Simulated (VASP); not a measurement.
# Re (P6_3/mmc) in VASP: further runs

Runs on Re. Level: PBE. Tasks: single point.

All numbers are computed with VASP 6.6.1; they aren't measurements. Logs are shortened: lines on timing, memory, paths and dates and some standing lists are left out, and cuts for length are marked.

### Step 1. The cell of the first run

It takes space group P6_3/mmc (No. 194, hexagonal). The conventional cell has a = 2.659 Å, b = 2.659 Å, c = 4.297 Å, α = 90.00°, β = 90.00°, γ = 120.00°. Re (site symmetry -6m2) has 12 Re at 2.64 to 2.66 Å within 3.5 Å.

### Step 2. Single point, PBE (13.16 Å³/atom)

File INCAR:

```
ALGO = Normal
EDIFF = 1E-6
ENCUT = 520
GGA = PE
ISIF = 2
ISMEAR = 0
LASPH = True
LCHARG = False
LREAL = False
LWAVE = False
NBANDS = 14
NELM = 60
PREC = Accurate
SIGMA = 0.1
```

File KPOINTS:

```
k-points
0
Gamma
  18 18 10
```

File POSCAR:

```
Re
1.0
    2.6591298040      0.0000000000      0.0000000000
   -1.3295649020      2.3028739622      0.0000000000
    0.0000000000      0.0000000000      4.2970679538
Re
2
Direct
    0.3333333333      0.6666666667      0.2500000000
    0.6666666667      0.3333333333      0.7500000000
```

Potentials or basis: VASP PAW PBE potentials, release 64 (Re).

Command:

```sh
$ cat potpaw_PBE.64/Re/POTCAR > POTCAR
$ mpirun -np 1 vasp_std > vasp.out
```

OUTCAR:

```text
EDIFF = 1E-6
   ENCUT = 520
   GGA = PE
   ISIF = 2
   ISMEAR = 0
   LASPH = True
   LREAL = False
   NELM = 60
   PREC = Accurate

 ion  position               nearest neighbor table
   1  0.333  0.667  0.250-   2 2.64   2 2.64   2 2.64   2 2.64   2 2.64   2 2.64
   2  0.667  0.333  0.750-   1 2.64   1 2.64   1 2.64   1 2.64   1 2.64   1 2.64

  LATTYP: Found a hexagonal cell.
 ALAT       =     2.6591298040
 C/A-ratio  =     1.6159677302

  Lattice vectors:

 A1 = (   2.6591298040,   0.0000000000,   0.0000000000)
 A2 = (  -1.3295649020,   2.3028739622,   0.0000000000)
 A3 = (   0.0000000000,   0.0000000000,   4.2970679538)

Analysis of symmetry for initial positions (statically):
=====================================================================
 Subroutine PRICEL returns:
 Original cell was already a primitive cell.

 Routine SETGRP: Setting up the symmetry group for a
 hexagonal supercell.

 Subroutine GETGRP returns: Found 24 space group operations
 (whereof 12 operations were pure point group operations)
 out of a pool of 24 trial point group operations.

The static configuration has the point symmetry D_3d.
 The point group associated with its full space group is D_6h.

Analysis of symmetry for dynamics (positions and initial velocities):
=====================================================================
 Subroutine PRICEL returns:
 Original cell was already a primitive cell.

 Routine SETGRP: Setting up the symmetry group for a
 hexagonal supercell.

 Subroutine GETGRP returns: Found 24 space group operations
 (whereof 12 operations were pure point group operations)
 out of a pool of 24 trial point group operations.

The dynamic configuration has the point symmetry D_3d.
 The point group associated with its full space group is D_6h.

 Subroutine INISYM returns: Found 24 space group operations
 (whereof 12 operations are pure point group operations),
 and found     1 'primitive' translations

----------------------------------------------------------------------------------------

                                     Primitive cell

  volume of cell :      26.3137

  direct lattice vectors                    reciprocal lattice vectors
     2.659129804  0.000000000  0.000000000     0.376062875  0.217120002  0.000000000
    -1.329564902  2.302873962  0.000000000     0.000000000  0.434240005  0.000000000
     0.000000000  0.000000000  4.297067954     0.000000000  0.000000000  0.232716822

  length of vectors
     2.659129804  2.659129804  4.297067954     0.434240005  0.434240005  0.232716822

  position of ions in fractional coordinates (direct lattice)
     0.333333333  0.666666667  0.250000000
     0.666666667  0.333333333  0.750000000

  ion indices of the primitive-cell ions
   primitive index   ion index
                 1           1
                 2           2

----------------------------------------------------------------------------------------

 KPOINTS: k-points

Automatic generation of k-mesh.
 Grid dimensions read from file:
 generate k-points for:   18   18   10

 Generating k-lattice:

  Cartesian coordinates                     Fractional coordinates (reciprocal lattice)
     0.020892382  0.012062222  0.000000000     0.055555556  0.000000000  0.000000000
     0.000000000  0.024124445  0.000000000     0.000000000  0.055555556  0.000000000
     0.000000000  0.000000000  0.023271682     0.000000000  0.000000000  0.100000000

  Length of vectors
     0.024124445  0.024124445  0.023271682

  Shift w.r.t. Gamma in fractional coordinates (k-lattice)
     0.000000000  0.000000000  0.000000000

 Subroutine IBZKPT returns following result:
 ===========================================

 Found    222 irreducible k-points:

 Following reciprocal coordinates:
            Coordinates               Weight
  0.000000  0.000000  0.000000      1.000000
  0.055556  0.000000  0.000000      6.000000
  0.111111  0.000000  0.000000      6.000000
  0.166667  0.000000  0.000000      6.000000
  0.222222  0.000000  0.000000      6.000000
  0.277778  0.000000  0.000000      6.000000
[... 16 lines left out ...]
  0.333333  0.111111  0.000000     12.000000
  0.388889  0.111111  0.000000     12.000000
 [... further k-points ...]
   k-points           NKPTS =    222   k-points in BZ     NKDIM =    222   number of bands    NBANDS=     14
   number of dos      NEDOS =    301   number of ions     NIONS =      2
   total plane-waves  NPLWV =  12800
   dimension x,y,z NGX =    20 NGY =   20 NGZ =   32
   dimension x,y,z NGXF=    40 NGYF=   40 NGZF=   64
   ions per type =               2
   NGX,Y,Z   is equivalent  to a cutoff of  12.50, 12.50, 12.38 a.u.
   NGXF,Y,Z  is equivalent  to a cutoff of  25.01, 25.01, 24.76 a.u.
 SYSTEM =  unknown system
   PREC   = accura    normal or accurate (medium, high low for compatibility)
   ISTART =      0    job   : 0-new  1-cont  2-samecut
   ICHARG =      2    charge: 1-file 2-atom 10-const
   ISPIN  =      1    spin polarized calculation?
   LNONCOLLINEAR =      F non collinear calculations
   LSORBIT =      F    spin-orbit coupling
   LASPH  =      T    aspherical Exc in radial PAW
   ENCUT  =  520.0 eV  38.22 Ry    6.18 a.u.   4.94  4.94  7.99*2*pi/ulx,y,z
   NELM   =     60;   NELMIN=  2; NELMDL= -5     # of ELM steps
   EDIFF  = 0.1E-05   stopping-criterion for ELM
   LREAL  =      F    real-space projection
   EDIFFG = 0.1E-04   stopping-criterion for IOM
   NSW    =      0    number of steps for IOM
   IBRION =     -1    ionic relax: 0-MD 1-quasi-New 2-CG
   NFREE  =      0    steps in history (QN), initial steepest desc. (CG)
   ISIF   =      2    stress and relaxation
   ISYM   =      2    0-nonsym 1-usesym 2-fastsym
   POTIM  = 0.5000    time-step for ionic-motion
   TEBEG  =    0.0;   TEEND  =   0.0 temperature during run
   PSTRESS=    0.0 pullay stress
   NELECT =      14.0000    total number of electrons
   NUPDOWN=      -1.0000    fix difference up-down
   EMIN   =  10.00;   EMAX   =-10.00  energy-range for DOS
   EFERMI =   0.00;   METHOD = LEGACY
   ISMEAR =     0;   SIGMA  =   0.10  broadening in eV -4-tet -1-fermi 0-gaus
   EFERMI_NEDOS =   21; number of points for ismear=-14 and -15
   IALGO  =     38    algorithm
   IMIX   =      4    mixing-type and parameters
     AMIX     =   0.40;   BMIX     =  1.00
     AMIX_MAG =   1.60;   BMIX_MAG =  1.00
  volume/ion in A,a.u.               =      13.16        88.79
  Fermi-wavevector in a.u.,A,eV,Ry     =   1.326550  2.506815 23.942637  1.759734
  Thomas-Fermi vector in A             =   2.455928
   LORBIT       =      0    0 simple, 1 ext, 2 COOP (PROOUT), +10 PAW based schemes
   GGA     = PE    functional components
   LHFCALC =     F    Hartree Fock is set to
   AEXX    =    0.0000 exact exchange contribution
   IVDW    =     0    specifies the selected vdW correction
   LEPSILON=     F    determine dielectric tensor
   LRPA    =     F    only Hartree local field effects (RPA)
 non-spin polarized calculation
 Gauss-broadening in eV      SIGMA  =   0.10
  energy-cutoff  :      520.00
  volume of cell :       26.31
 maximum number of plane-waves:       732
 NGX is ok and might be reduce to    20
   NGX =  9   NGY =  9   NGZ = 15

 number of electron      13.9999999 magnetization

 Free energy of the ion-electron system (eV)
  ---------------------------------------------------
  ext. energy  EPLUGINS =         0.00000000
  ---------------------------------------------------
  free energy    TOTEN  =       -24.23586687 eV

  energy without entropy =      -24.22904493  energy(sigma->0) =      -24.23245590

 E-fermi :   9.3384     XC(G=0): -14.3550

 val. band max:        9.3358324353   @ k =   0.3889   0.2222   0.3000
 cond. band min:       9.3483412207   @ k =   0.3889   0.0000   0.2000
 fundamental gap:      0.0125087854
 Fermi energy:         9.3384375240

 k-point     1 :       0.0000    0.0000    0.0000
  band No.  band energies     occupation
      1      -1.3009      2.00000
      2       1.8415      2.00000
      3       7.4292      2.00000
      4       7.4292      2.00000
      5       7.4346      2.00000
      6       8.4296      2.00000
      7       8.4296      2.00000
      8       9.5268      0.00772
      9       9.5268      0.00772
     10      10.2528      0.00000
     11      13.2399      0.00000
     12      13.2399      0.00000
     13      20.8980      0.00000
     14      23.6059      0.00000

 k-point     2 :       0.0556    0.0000    0.0000
  band No.  band energies     occupation
      1      -1.1554      2.00000
      2       1.9792      2.00000
      3       7.0002      2.00000
      4       7.5645      2.00000
      5       7.8109      2.00000
      6       8.3197      2.00000
      7       8.5585      2.00000
      8       9.2593      1.73693
      9       9.4062      0.33790
     10       9.8173      0.00000
     11      13.3274      0.00000
     12      13.9373      0.00000
     13      20.9185      0.00000
     14      23.9439      0.00000

 k-point     3 :       0.1111    0.0000    0.0000
  band No.  band energies     occupation
      1      -0.7334      2.00000
      2       2.3635      2.00000
      3       6.4983      2.00000
      4       7.9627      2.00000
      5       7.9659      2.00000
      6       8.2472      2.00000
      7       8.2897      2.00000
      8       8.9397      2.00000
      9       9.0916      1.99952
     10       9.4470      0.12458
     11      13.5448      0.00000
     12      15.3192      0.00000
     13      20.9181      0.00000
     14      24.8908      0.00000
[... 324 lines left out ...]
 k-point    23 :       0.3333    0.1111    0.0000
  band No.  band energies     occupation
      1       2.9632      2.00000
      2       3.2181      2.00000
      3       3.6559      2.00000
      4       6.3925      2.00000
      5       6.8866      2.00000
      6       8.0376      2.00000
      7       8.2459      2.00000
      8      11.9778      0.00000
      9      13.2114      0.00000
     10      14.1345      0.00000
     11      14.8321      0.00000
     12      20.2669      0.00000
     13      20.9571      0.00000
     14      22.9587      0.00000

 k-point    24 :       0.3889    0.1111    0.0000
  band No.  band energies     occupation
      1       2.9137      2.00000
      2       3.2262      2.00000
      3       3.3344      2.00000
      4       6.8540      2.00000
      5       6.9346      2.00000
      6       7.7773      2.00000
      7       8.6375      2.00000
      8      13.0878      0.00000
      9      13.8003      0.00000
     10      14.1590      0.00000
     11      16.0041      0.00000
     12      19.1021      0.00000
     13      20.8574      0.00000
     14      21.7068      0.00000

 [... further k-points ...]

------------------------ aborting loop because EDIFF is reached ----------------------------------------

  FORCE on cell =-STRESS in cart. coord.  units (eV):
  Direction    XX          YY          ZZ          XY          YZ          ZX
  --------------------------------------------------------------------------------------
  -------------------------------------------------------------------------------------
  Total       10.2569539     10.2569539     10.2440025     -0.0000000      0.0000000      0.0000000
  in kB      624.5210130    624.5210130    623.7324335     -0.0000000      0.0000000      0.0000000
  external PRESSURE =     624.2581532 kB  Pullay stress =       0.0000000 kB

 VOLUME and BASIS-vectors are now :
 -----------------------------------------------------------------------------
  energy-cutoff  :      520.00
  volume of cell :       26.31
      direct lattice vectors                 reciprocal lattice vectors
     2.659129804  0.000000000  0.000000000     0.376062875  0.217120002  0.000000000
    -1.329564902  2.302873962  0.000000000     0.000000000  0.434240005  0.000000000
     0.000000000  0.000000000  4.297067954     0.000000000  0.000000000  0.232716822

 POSITION                                       TOTAL-FORCE (eV/Angst)
 -----------------------------------------------------------------------------------
     -0.00000      1.53525      1.07427        -0.000000     -0.000000      0.000000
      1.32956      0.76762      3.22280         0.000000      0.000000      0.000000
 -----------------------------------------------------------------------------------
    total drift:                               -0.000000      0.000000     -0.000000

  FREE ENERGIE OF THE ION-ELECTRON SYSTEM (eV)
  ---------------------------------------------------
  free  energy   TOTEN  =       -24.2358668660 eV

  energy  without entropy=      -24.2290449315  energy(sigma->0) =      -24.23245590
```

Wall time 94 s (1 thread of Intel Xeon 8259CL, shared host); peak memory 0.2 GiB.

Results:

* Free energy: -24.2359 eV
* Pressure: 62.4 GPa
* Band gap on the k mesh: zero (bands 7 and 8 overlap by 3.92 eV)

Caveat: the cell stands under pressure; spin-orbit coupling is left out, which moves the levels of the heavy elements.

[end of part 1 of 2]
